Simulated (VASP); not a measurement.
# MgF2 (P4_2/mnm) in VASP: further runs, part 2 of 2

VASP 6.6.1. The steps go on from the part before.

**3. Single point, PBE (biaxial strain in the a-b plane: +4.5 %)**

File INCAR:

```
SYSTEM = MgF2
  ALGO = Normal
  EDIFF = 1E-6
  ENCUT = 600
  GGA = PE
  GGA_COMPAT = .FALSE.
  ISIF = 2
  ISMEAR = 0
  LASPH = .TRUE.
  LCHARG = .TRUE.
  LELF = .TRUE.
  LREAL = .FALSE.
  LVHAR = .TRUE.
  LWAVE = .FALSE.
  NBANDS = 25
  NELM = 120
  PREC = Accurate
  SIGMA = 0.02
```

File KPOINTS:

```
k-points
0
G
  6 6 8
  0 0 0
```

File POSCAR:

```
MgF2
1.0
    4.9089721957      0.0000000000      0.0000000000
    0.0000000000      4.9089721957      0.0000000000
    0.0000000000      0.0000000000      3.0094811241
Mg F
2 4
Direct
    0.5000000000      0.5000000000      0.5000000000
    0.0000000000      0.0000000000      0.0000000000
    0.6952351641      0.6952351641      0.0000000000
    0.8047648359      0.1952351641      0.5000000000
    0.3047648359      0.3047648359      0.0000000000
    0.1952351641      0.8047648359      0.5000000000
```

Potentials or basis: VASP PAW PBE potentials, release 64 (Mg, F).

The run is started by

```console
$ cat potpaw_PBE.64/Mg/POTCAR potpaw_PBE.64/F/POTCAR > POTCAR
$ mpirun -np 1 vasp_std > vasp.out
```

OUTCAR:

```text
SYSTEM = MgF2
   EDIFF = 1E-6
   ENCUT = 600
   GGA = PE
   ISIF = 2
   ISMEAR = 0
   LASPH = .TRUE.
   LREAL = .FALSE.
   NELM = 120
   PREC = Accurate

 ion  position               nearest neighbor table
   1  0.500  0.500  0.500-   3 2.03   5 2.03   3 2.03   5 2.03   4 2.12   6 2.12
   2  0.000  0.000  0.000-   4 2.03   6 2.03   4 2.03   6 2.03   5 2.12   3 2.12
   3  0.695  0.695  0.000-   1 2.03   1 2.03   2 2.12
   4  0.805  0.195  0.500-   2 2.03   2 2.03   1 2.12
   5  0.305  0.305  0.000-   1 2.03   1 2.03   2 2.12
   6  0.195  0.805  0.500-   2 2.03   2 2.03   1 2.12

  LATTYP: Found a simple tetragonal cell.
 ALAT       =     4.9089721957
 C/A-ratio  =     0.6130572764

  Lattice vectors:

 A1 = (   4.9089721957,   0.0000000000,   0.0000000000)
 A2 = (   0.0000000000,   4.9089721957,   0.0000000000)
 A3 = (   0.0000000000,   0.0000000000,   3.0094811241)

Analysis of symmetry for initial positions (statically):
=====================================================================
 Subroutine PRICEL returns:
 Original cell was already a primitive cell.

 Routine SETGRP: Setting up the symmetry group for a
 simple tetragonal supercell.

 Subroutine GETGRP returns: Found 16 space group operations
 (whereof  8 operations were pure point group operations)
 out of a pool of 16 trial point group operations.

The static configuration has the point symmetry D_2h.
 The point group associated with its full space group is D_4h.

Analysis of symmetry for dynamics (positions and initial velocities):
=====================================================================
 Subroutine PRICEL returns:
 Original cell was already a primitive cell.

 Routine SETGRP: Setting up the symmetry group for a
 simple tetragonal supercell.

 Subroutine GETGRP returns: Found 16 space group operations
 (whereof  8 operations were pure point group operations)
 out of a pool of 16 trial point group operations.

The dynamic configuration has the point symmetry D_2h.
 The point group associated with its full space group is D_4h.

 Subroutine INISYM returns: Found 16 space group operations
 (whereof  8 operations are pure point group operations),
 and found     1 'primitive' translations

----------------------------------------------------------------------------------------

                                     Primitive cell

  volume of cell :      72.5225

  direct lattice vectors                    reciprocal lattice vectors
     4.908972196  0.000000000  0.000000000     0.203708630  0.000000000  0.000000000
     0.000000000  4.908972196  0.000000000     0.000000000  0.203708630  0.000000000
     0.000000000  0.000000000  3.009481124     0.000000000  0.000000000  0.332283194

  length of vectors
     4.908972196  4.908972196  3.009481124     0.203708630  0.203708630  0.332283194

  position of ions in fractional coordinates (direct lattice)
     0.500000000  0.500000000  0.500000000
     0.000000000  0.000000000  0.000000000
     0.695235164  0.695235164  0.000000000
     0.804764836  0.195235164  0.500000000
     0.304764836  0.304764836  0.000000000
     0.195235164  0.804764836  0.500000000
[... 33 lines left out ...]

 Found     50 irreducible k-points:

 Following reciprocal coordinates:
            Coordinates               Weight
  0.000000  0.000000  0.000000      1.000000
  0.166667  0.000000  0.000000      4.000000
  0.333333  0.000000  0.000000      4.000000
  0.500000  0.000000  0.000000      2.000000
  0.166667  0.166667  0.000000      4.000000
  0.333333  0.166667  0.000000      8.000000
[... 16 lines left out ...]
  0.333333  0.000000  0.250000      8.000000
  0.500000  0.000000  0.250000      4.000000
 [... further k-points ...]
   k-points           NKPTS =     50   k-points in BZ     NKDIM =     50   number of bands    NBANDS=     25
   number of dos      NEDOS =    301   number of ions     NIONS =      6
   total plane-waves  NPLWV =  38400
   dimension x,y,z NGX =    40 NGY =   40 NGZ =   24
   dimension x,y,z NGXF=    80 NGYF=   80 NGZF=   48
   ions per type =               2   4
   NGX,Y,Z   is equivalent  to a cutoff of  13.55, 13.55, 13.26 a.u.
   NGXF,Y,Z  is equivalent  to a cutoff of  27.09, 27.09, 26.52 a.u.
 SYSTEM =  MgF2
   PREC   = accura    normal or accurate (medium, high low for compatibility)
   ISTART =      0    job   : 0-new  1-cont  2-samecut
   ICHARG =      2    charge: 1-file 2-atom 10-const
   ISPIN  =      1    spin polarized calculation?
   LNONCOLLINEAR =      F non collinear calculations
   LSORBIT =      F    spin-orbit coupling
   LASPH  =      T    aspherical Exc in radial PAW
   ENCUT  =  600.0 eV  44.10 Ry    6.64 a.u.   9.80  9.80  6.01*2*pi/ulx,y,z
   NELM   =    120;   NELMIN=  2; NELMDL= -5     # of ELM steps
   EDIFF  = 0.1E-05   stopping-criterion for ELM
   LREAL  =      F    real-space projection
   EDIFFG = 0.1E-04   stopping-criterion for IOM
   NSW    =      0    number of steps for IOM
   IBRION =     -1    ionic relax: 0-MD 1-quasi-New 2-CG
   NFREE  =      0    steps in history (QN), initial steepest desc. (CG)
   ISIF   =      2    stress and relaxation
   ISYM   =      2    0-nonsym 1-usesym 2-fastsym
   POTIM  = 0.5000    time-step for ionic-motion
   TEBEG  =    0.0;   TEEND  =   0.0 temperature during run
   PSTRESS=    0.0 pullay stress
   NELECT =      32.0000    total number of electrons
   NUPDOWN=      -1.0000    fix difference up-down
   EMIN   =  10.00;   EMAX   =-10.00  energy-range for DOS
   EFERMI =   0.00;   METHOD = LEGACY
   ISMEAR =     0;   SIGMA  =   0.02  broadening in eV -4-tet -1-fermi 0-gaus
   EFERMI_NEDOS =   21; number of points for ismear=-14 and -15
   IALGO  =     38    algorithm
   IMIX   =      4    mixing-type and parameters
     AMIX     =   0.40;   BMIX     =  1.00
     AMIX_MAG =   1.60;   BMIX_MAG =  1.00
  volume/ion in A,a.u.               =      12.09        81.57
  Fermi-wavevector in a.u.,A,eV,Ry     =   1.246332  2.355227 21.134536  1.553345
  Thomas-Fermi vector in A             =   2.380515
   LORBIT       =      0    0 simple, 1 ext, 2 COOP (PROOUT), +10 PAW based schemes
   GGA     = PE    functional components
   LHFCALC =     F    Hartree Fock is set to
   AEXX    =    0.0000 exact exchange contribution
   IVDW    =     0    specifies the selected vdW correction
   LEPSILON=     F    determine dielectric tensor
   LRPA    =     F    only Hartree local field effects (RPA)
 non-spin polarized calculation
 Gauss-broadening in eV      SIGMA  =   0.02
  energy-cutoff  :      600.00
  volume of cell :       72.52
 maximum number of plane-waves:      2442
 NGX is ok and might be reduce to    40
   NGX = 19   NGY = 19   NGZ = 13

 number of electron      32.0000028 magnetization

 Free energy of the ion-electron system (eV)
  ---------------------------------------------------
  ext. energy  EPLUGINS =         0.00000000
  ---------------------------------------------------
  free energy    TOTEN  =       -31.41160329 eV

  energy without entropy =      -31.41160329  energy(sigma->0) =      -31.41160329

 E-fermi :  -1.6777     XC(G=0):  -9.2165

 val. band max:       -1.8748061907   @ k =   0.0000   0.0000   0.0000
 cond. band min:       4.6219368472   @ k =   0.0000   0.0000   0.0000
 fundamental gap:      6.4967430379
 Fermi energy:        -1.6777023576

 k-point     1 :       0.0000    0.0000    0.0000
  band No.  band energies     occupation
      1     -22.2675      2.00000
      2     -21.6803      2.00000
      3     -21.6803      2.00000
      4     -21.6062      2.00000
      5      -5.6291      2.00000
      6      -3.9753      2.00000
[... 661 lines left out ...]
     24      13.3755      0.00000
     25      15.1401      0.00000

 [... further k-points ...]

------------------------ aborting loop because EDIFF is reached ----------------------------------------

  FORCE on cell =-STRESS in cart. coord.  units (eV):
  Direction    XX          YY          ZZ          XY          YZ          ZX
  --------------------------------------------------------------------------------------
  -------------------------------------------------------------------------------------
  Total       -3.2302158     -3.2302158     -0.1331659     -0.0000000      0.0000000      0.0000000
  in kB      -71.3623838    -71.3623838     -2.9419208     -0.0000000      0.0000000      0.0000000
  external PRESSURE =     -48.5555628 kB  Pullay stress =       0.0000000 kB

 VOLUME and BASIS-vectors are now :
 -----------------------------------------------------------------------------
  energy-cutoff  :      600.00
  volume of cell :       72.52
      direct lattice vectors                 reciprocal lattice vectors
     4.908972196  0.000000000  0.000000000     0.203708630  0.000000000  0.000000000
     0.000000000  4.908972196  0.000000000     0.000000000  0.203708630  0.000000000
     0.000000000  0.000000000  3.009481124     0.000000000  0.000000000  0.332283194

 POSITION                                       TOTAL-FORCE (eV/Angst)
 -----------------------------------------------------------------------------------
      2.45449      2.45449      1.50474         0.000000      0.000000     -0.000000
      0.00000      0.00000      0.00000         0.000000      0.000000     -0.000000
      3.41289      3.41289      0.00000        -0.044336     -0.044336      0.000000
      3.95057      0.95840      1.50474         0.044336     -0.044336      0.000000
      1.49608      1.49608      0.00000         0.044336      0.044336     -0.000000
      0.95840      3.95057      1.50474        -0.044336      0.044336     -0.000000
 -----------------------------------------------------------------------------------
    total drift:                                0.000000     -0.000000      0.000000

  FREE ENERGIE OF THE ION-ELECTRON SYSTEM (eV)
  ---------------------------------------------------
  free  energy   TOTEN  =       -31.4116032903 eV

  energy  without entropy=      -31.4116032903  energy(sigma->0) =      -31.41160329
```

Run time: 64 s. Hardware: 1 thread of Intel Xeon Platinum 8259CL at 2.50GHz (Skylake/Cascade Lake), shared host; peak memory 0.24 GiB.

Results:

```yaml
Free_energy: -31.4116 eV
Pressure: -4.9 GPa
Largest_force: 0.063 eV/Å
Band_gap_on_the_k_mesh: 6.50 eV, direct
```

Forces on the atoms (eV/Å):
```
Mg   0.000  0.000  0.000
Mg   0.000  0.000  0.000
F   -0.044 -0.044  0.000
F    0.044 -0.044  0.000
F    0.044  0.044  0.000
F   -0.044  0.044  0.000
```

Caveat: the cell differs from its parent crystal (biaxial strain in the a-b plane: +4.5 %). A k mesh can miss the band edges.

**4. Single point, PBE (biaxial strain in the a-b plane: +4.5 %, then relaxed in part)**

File INCAR:

```
  ALGO = Normal
  EDIFF = 1E-6
  ENCUT = 600
  GGA = PE
  GGA_COMPAT = F
  ISIF = 2
  ISMEAR = 0
  LASPH = T
  LCHARG = F
  LREAL = F
  LWAVE = F
  NBANDS = 25
  NELM = 120
  PREC = Accurate
  SIGMA = 0.02
```

File KPOINTS:

```
k-points
0
Gamma
  6 6 8
```

File POSCAR:

```
MgF2
1.0
    4.9089721957      0.0000000000      0.0000000000
    0.0000000000      4.9089721957      0.0000000000
    0.0000000000      0.0000000000      3.0221247615
Mg F
2 4
Direct
    0.5000000000      0.5000000000      0.5000000000
    0.0000000000      0.0000000000      0.0000000000
    0.6938686726      0.6938686726      0.0000000000
    0.8061313274      0.1938686726      0.5000000000
    0.3061313274      0.3061313274      0.0000000000
    0.1938686726      0.8061313274      0.5000000000
```

The run is started by

```console
$ cat potpaw_PBE.64/Mg/POTCAR potpaw_PBE.64/F/POTCAR > POTCAR
$ mpirun -np 1 vasp_std > vasp.out
```

It took 60 s on 1 thread of Intel Xeon Platinum 8259CL at 2.50GHz (Skylake/Cascade Lake), shared host; peak memory 0.24 GiB.

It converged, with:

```
Free energy            : -31.4127 eV
Pressure               : -5.0 GPa
Largest force          : 0.004 eV/Å
Band gap on the k mesh : 6.48 eV, direct
```

Forces in eV/Å, atoms in the order of the input:
```
Mg   0.000  0.000  0.000
Mg   0.000  0.000  0.000
F   -0.002 -0.002  0.000
F    0.002 -0.002  0.000
F    0.002  0.002  0.000
F   -0.002  0.002  0.000
```

Stress tensor (GPa, compression positive):
```
-7.03  0.00  0.00
 0.00 -7.03  0.00
 0.00  0.00 -0.90
```

Levels at points of the mesh, in eV from the valence-band top:
```csv
k point,band 14,band 15,band 16,band 17,band 18,band 19
"(0.00, 0.00, 0.00)",-0.33,-0.33,0.00,6.48,11.68,11.68
"(0.50, 0.00, 0.00)",-0.82,-0.35,-0.35,8.71,8.71,12.92
"(0.50, 0.50, 0.00)",-0.83,-0.71,-0.71,10.09,10.09,10.62
"(0.00, 0.00, 0.50)",-0.87,-0.74,-0.74,11.27,11.27,14.52
"(0.50, 0.00, 0.50)",-0.68,-0.57,-0.57,12.04,12.04,12.68
"(0.50, 0.50, 0.50)",-0.52,-0.49,-0.49,12.15,12.15,12.81
```

Caveat: the cell differs from its parent crystal (biaxial strain in the a-b plane: +4.5 %, then relaxed in part). A k mesh can miss the band edges.

**5. The runs side by side**

| cell | gap on the mesh (eV) | pressure (GPa) |
| --- | --- | --- |
| a = 4.839, b = 4.839, c = 3.043 Å, 6 atoms | 6.58 | -3.9 |
| a = 4.909, b = 4.909, c = 3.009 Å, 6 atoms | 6.50 | -4.9 |
| a = 4.909, b = 4.909, c = 3.022 Å, 6 atoms | 6.48 | -5.0 |

Alike in all rows: task single point; level PBE; potentials or basis VASP PAW PBE potentials, release 64 (Mg, F); no spin polarisation; k mesh 6 × 6 × 8; cutoff (eV) 600; smearing gaussian 0.02 eV.

Absolute energies hang on the potentials; compare differences alone.
